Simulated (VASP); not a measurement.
# CdSe (P6_3mc) in VASP: notebook, part 2 of 2

VASP 6.6.1. The steps go on from the part before.

### 5 Single point, r2SCAN

POSCAR reads:

```
CdSe
1.0
    4.3407184399      0.0000000000      0.0000000000
   -2.1703592200      3.7591724396      0.0000000000
    0.0000000000      0.0000000000      7.0766648644
Cd Se
2 2
Direct
    0.3333333333      0.6666666667      0.0045236756
    0.6666666667      0.3333333333      0.5045236756
    0.3333333333      0.6666666667      0.3804763244
    0.6666666667      0.3333333333      0.8804763244
```

INCAR.step1 reads:

```
ALGO = Normal ; EDIFF = 1E-4
ENCUT = 520 ; GGA = PE
ISMEAR = 0 ; LASPH = T
LCHARG = F ; LREAL = F
LWAVE = T ; NBANDS = 26
NELM = 80 ; PREC = Accurate
SIGMA = 0.01
```

INCAR.step2 reads:

```
ALGO = Normal ; EDIFF = 1E-7
ENCUT = 520 ; ISIF = 2
ISMEAR = 0 ; ISTART = 1
LASPH = T ; LCHARG = F
LMIXTAU = T ; LREAL = F
LWAVE = F ; METAGGA = R2SCAN
NBANDS = 26 ; NELM = 80
PREC = Accurate ; SIGMA = 0.01
```

KPOINTS reads:

```
k-points
0
Gamma
  6 6 2
```

Potentials or basis: VASP PAW PBE potentials, release 64 (Cd, Se).

Started as:

```sh
$ cat potpaw_PBE.64/Cd/POTCAR potpaw_PBE.64/Se/POTCAR > POTCAR
$ cp INCAR.step1 INCAR
$ mpirun -np 1 vasp_std > vasp.out
$ cp INCAR.step2 INCAR
$ mpirun -np 1 vasp_std > vasp.out
```

OUTCAR:

```text
EDIFF = 1E-7
   ENCUT = 520
   ISIF = 2
   ISMEAR = 0
   ISTART = 1
   LASPH = T
   LREAL = F
   METAGGA = R2SCAN
   NELM = 80
   PREC = Accurate

 ion  position               nearest neighbor table
   1  0.333  0.667  0.005-   4 2.66   4 2.66   4 2.66   3 2.66
   2  0.667  0.333  0.505-   3 2.66   3 2.66   3 2.66   4 2.66
   3  0.333  0.667  0.380-   2 2.66   2 2.66   2 2.66   1 2.66
   4  0.667  0.333  0.880-   1 2.66   1 2.66   1 2.66   2 2.66

  LATTYP: Found a hexagonal cell.
 ALAT       =     4.3407184399
 C/A-ratio  =     1.6302980630

  Lattice vectors:

 A1 = (   4.3407184399,   0.0000000000,   0.0000000000)
 A2 = (  -2.1703592200,   3.7591724396,   0.0000000000)
 A3 = (   0.0000000000,   0.0000000000,   7.0766648644)

Analysis of symmetry for initial positions (statically):
=====================================================================
 Subroutine PRICEL returns:
 Original cell was already a primitive cell.

 Routine SETGRP: Setting up the symmetry group for a
 hexagonal supercell.

 Subroutine GETGRP returns: Found 12 space group operations
 (whereof  6 operations were pure point group operations)
 out of a pool of 24 trial point group operations.

The static configuration has the point symmetry C_3v.
 The point group associated with its full space group is C_6v.

Analysis of symmetry for dynamics (positions and initial velocities):
=====================================================================
 Subroutine PRICEL returns:
 Original cell was already a primitive cell.

 Routine SETGRP: Setting up the symmetry group for a
 hexagonal supercell.

 Subroutine GETGRP returns: Found 12 space group operations
 (whereof  6 operations were pure point group operations)
 out of a pool of 24 trial point group operations.

The dynamic configuration has the point symmetry C_3v.
 The point group associated with its full space group is C_6v.

 Subroutine INISYM returns: Found 12 space group operations
 (whereof  6 operations are pure point group operations),
 and found     1 'primitive' translations

----------------------------------------------------------------------------------------

                                     Primitive cell

  volume of cell :     115.4735

  direct lattice vectors                    reciprocal lattice vectors
     4.340718440  0.000000000  0.000000000     0.230376610  0.133007998  0.000000000
    -2.170359220  3.759172440  0.000000000     0.000000000  0.266015996  0.000000000
     0.000000000  0.000000000  7.076664864     0.000000000  0.000000000  0.141309504

  length of vectors
     4.340718440  4.340718440  7.076664864     0.266015996  0.266015996  0.141309504

  position of ions in fractional coordinates (direct lattice)
     0.333333333  0.666666667  0.004523676
     0.666666667  0.333333333  0.504523676
     0.333333333  0.666666667  0.380476324
     0.666666667  0.333333333  0.880476324

  ion indices of the primitive-cell ions
   primitive index   ion index
                 1           1
[... 27 lines left out ...]

 Found     14 irreducible k-points:

 Following reciprocal coordinates:
            Coordinates               Weight
  0.000000  0.000000  0.000000      1.000000
  0.166667  0.000000  0.000000      6.000000
  0.333333  0.000000  0.000000      6.000000
  0.500000  0.000000  0.000000      3.000000
  0.166667  0.166667  0.000000      6.000000
  0.333333  0.166667  0.000000     12.000000
  0.333333  0.333333  0.000000      2.000000
  0.000000  0.000000  0.500000      1.000000
  0.166667  0.000000  0.500000      6.000000
  0.333333  0.000000  0.500000      6.000000
  0.500000  0.000000  0.500000      3.000000
  0.166667  0.166667  0.500000      6.000000
  0.333333  0.166667  0.500000     12.000000
  0.333333  0.333333  0.500000      2.000000
   k-points           NKPTS =     14   k-points in BZ     NKDIM =     14   number of bands    NBANDS=     26
   number of dos      NEDOS =    301   number of ions     NIONS =      4
   total plane-waves  NPLWV =  55296
   dimension x,y,z NGX =    32 NGY =   32 NGZ =   54
   dimension x,y,z NGXF=    64 NGYF=   64 NGZF=  108
   ions per type =               2   2
   NGX,Y,Z   is equivalent  to a cutoff of  12.26, 12.26, 12.69 a.u.
   NGXF,Y,Z  is equivalent  to a cutoff of  24.51, 24.51, 25.37 a.u.
 SYSTEM =  unknown system
   PREC   = accura    normal or accurate (medium, high low for compatibility)
   ISTART =      1    job   : 0-new  1-cont  2-samecut
   ICHARG =      0    charge: 1-file 2-atom 10-const
   ISPIN  =      1    spin polarized calculation?
   LNONCOLLINEAR =      F non collinear calculations
   LSORBIT =      F    spin-orbit coupling
   LASPH  =      T    aspherical Exc in radial PAW
   ENCUT  =  520.0 eV  38.22 Ry    6.18 a.u.   8.07  8.07 13.16*2*pi/ulx,y,z
   NELM   =     80;   NELMIN=  2; NELMDL=  0     # of ELM steps
   EDIFF  = 0.1E-06   stopping-criterion for ELM
   LREAL  =      F    real-space projection
   EDIFFG = 0.1E-05   stopping-criterion for IOM
   NSW    =      0    number of steps for IOM
   IBRION =     -1    ionic relax: 0-MD 1-quasi-New 2-CG
   NFREE  =      0    steps in history (QN), initial steepest desc. (CG)
   ISIF   =      2    stress and relaxation
   ISYM   =      2    0-nonsym 1-usesym 2-fastsym
   POTIM  = 0.5000    time-step for ionic-motion
   TEBEG  =    0.0;   TEEND  =   0.0 temperature during run
   PSTRESS=    0.0 pullay stress
   NELECT =      36.0000    total number of electrons
   NUPDOWN=      -1.0000    fix difference up-down
   EMIN   =  10.00;   EMAX   =-10.00  energy-range for DOS
   EFERMI =   0.00;   METHOD = LEGACY
   ISMEAR =     0;   SIGMA  =   0.01  broadening in eV -4-tet -1-fermi 0-gaus
   EFERMI_NEDOS =   21; number of points for ismear=-14 and -15
   IALGO  =     38    algorithm
   IMIX   =      4    mixing-type and parameters
     AMIX     =   0.40;   BMIX     =  1.00
     AMIX_MAG =   1.60;   BMIX_MAG =  1.00
  volume/ion in A,a.u.               =      28.87       194.81
  Fermi-wavevector in a.u.,A,eV,Ry     =   1.110064  2.097718 16.765683  1.232243
  Thomas-Fermi vector in A             =   2.246612
   LORBIT       =      0    0 simple, 1 ext, 2 COOP (PROOUT), +10 PAW based schemes
   METAGGA = R2SCAN    functional components
   LHFCALC =     F    Hartree Fock is set to
   AEXX    =    0.0000 exact exchange contribution
   IVDW    =     0    specifies the selected vdW correction
   LEPSILON=     F    determine dielectric tensor
   LRPA    =     F    only Hartree local field effects (RPA)
 non-spin polarized calculation
 Gauss-broadening in eV      SIGMA  =   0.01
  energy-cutoff  :      520.00
  volume of cell :      115.47
 maximum number of plane-waves:      3126
   NGX = 17   NGY = 17   NGZ = 27

 number of electron      35.9999987 magnetization

 Free energy of the ion-electron system (eV)
  ---------------------------------------------------
  ext. energy  EPLUGINS =         0.00000000
  ---------------------------------------------------
  free energy    TOTEN  =       -71.82850605 eV

  energy without entropy =      -71.82850605  energy(sigma->0) =      -71.82850605

 E-fermi :   0.4866     XC(G=0):  -9.2963

 val. band max:        0.4426948230   @ k =   0.0000   0.0000   0.0000
 cond. band min:       1.5370942400   @ k =   0.0000   0.0000   0.0000
 fundamental gap:      1.0943994170
 Fermi energy:         0.4866125948

 k-point     1 :       0.0000    0.0000    0.0000
  band No.  band energies     occupation
      1     -12.4340      2.00000
      2     -12.0716      2.00000
      3      -7.6329      2.00000
      4      -7.6274      2.00000
      5      -7.6274      2.00000
      6      -7.5590      2.00000
[... 395 lines left out ...]
     25       9.7739      0.00000
     26       9.8192      0.00000

------------------------ aborting loop because EDIFF is reached ----------------------------------------

  FORCE on cell =-STRESS in cart. coord.  units (eV):
  Direction    XX          YY          ZZ          XY          YZ          ZX
  --------------------------------------------------------------------------------------
  -------------------------------------------------------------------------------------
  Total        0.1627291      0.1627291      0.1486159     -0.0000000      0.0000000      0.0000000
  in kB        2.2578415      2.2578415      2.0620225     -0.0000000      0.0000000      0.0000000
  external PRESSURE =       2.1925685 kB  Pullay stress =       0.0000000 kB

 VOLUME and BASIS-vectors are now :
 -----------------------------------------------------------------------------
  energy-cutoff  :      520.00
  volume of cell :      115.47
      direct lattice vectors                 reciprocal lattice vectors
     4.340718440  0.000000000  0.000000000     0.230376610  0.133007998  0.000000000
    -2.170359220  3.759172440  0.000000000     0.000000000  0.266015996  0.000000000
     0.000000000  0.000000000  7.076664864     0.000000000  0.000000000  0.141309504

 POSITION                                       TOTAL-FORCE (eV/Angst)
 -----------------------------------------------------------------------------------
     -0.00000      2.50611      0.03201        -0.000000      0.000000      0.002884
      2.17036      1.25306      3.57034         0.000000     -0.000000      0.002884
     -0.00000      2.50611      2.69250        -0.000000     -0.000000     -0.002884
      2.17036      1.25306      6.23084        -0.000000     -0.000000     -0.002884
 -----------------------------------------------------------------------------------
    total drift:                               -0.000000      0.000000      0.003000

  FREE ENERGIE OF THE ION-ELECTRON SYSTEM (eV)
  ---------------------------------------------------
  free  energy   TOTEN  =       -71.8285060452 eV

  energy  without entropy=      -71.8285060452  energy(sigma->0) =      -71.82850605
```

Wall time 5.1 min (1 thread of Intel Xeon 8259CL, shared host); peak memory 0.25 GiB.

Results:

```
Free energy            : -71.8285 eV
Pressure               : 0.2 GPa
Band gap on the k mesh : 1.09 eV
```

Forces in eV/Å, atoms in the order of the input:
```
Cd   0.000  0.000  0.003
Cd   0.000  0.000  0.003
Se   0.000  0.000 -0.003
Se   0.000  0.000 -0.003
```

Caveat: the k points lie up to 0.44 Å⁻¹ apart; the PAW data sets were made with another functional, which shifts forces and pressure a little. r2SCAN opens gaps a little over a GGA but as a rule still falls short of measured ones.

### 6 Overview

| level | k mesh | gap on the mesh (eV) | pressure (GPa) |
| --- | --- | --- | --- |
| PBE | 6 × 6 × 2 | 0.61 | 1.7 |
| PBE | 6 × 6 × 4 | 0.61 | 1.7 |
| r2SCAN | 6 × 6 × 2 | 1.09 | 0.2 |

Alike in all rows: task single point; potentials or basis VASP PAW PBE potentials, release 64 (Cd, Se); no spin polarisation; cell as given; cutoff (eV) 520; smearing gaussian 0.01 eV.

Caveats: some runs use coarse meshes; the PAW data sets were made with another functional, which shifts forces and pressure a little (at least some runs).

Total energies depend on the potentials used, so only differences within one code and one set of settings carry meaning.
